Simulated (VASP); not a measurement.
A run of VASP 6.6.1 is set up as follows.

Contents of INCAR:

```
PREC = Accurate
ENCUT = 520
EDIFF = 1E-7
ISMEAR = 0
SIGMA = 0.05
LREAL = F
LASPH = T
NELM = 100
ALGO = Normal
ISIF = 2
LWAVE = F
LCHARG = F
GGA = PE
NBANDS = 18
```

The input KPOINTS:

```
regular mesh
0
Gamma
  14 14 14
```

POSCAR

```
Si2Mo
1.0
   -1.6199681149      1.6199681149      3.9587420918
    1.6199681149     -1.6199681149      3.9587420918
    1.6199681149      1.6199681149     -3.9587420918
Si Mo
2 1
Direct
    0.3354190529      0.3354190529      0.0000000000
    0.6645809471      0.6645809471      0.0000000000
    0.0000000000      0.0000000000      0.0000000000
```

Potentials or basis: VASP PAW PBE potentials, release 64 (Si, Mo_sv).

The run is started by

```sh
$ cat potpaw_PBE.64/Si/POTCAR potpaw_PBE.64/Mo_sv/POTCAR > POTCAR
$ mpirun -np 1 vasp_std > vasp.out
```

(1) What does it give for the band gap on the k mesh?

(2) Estimate the pressure.

Results:

(1) zero (band 11 reaches 12.21 eV, above the bottom of band 12 at 11.29 eV).

(2) -3.7 GPa.
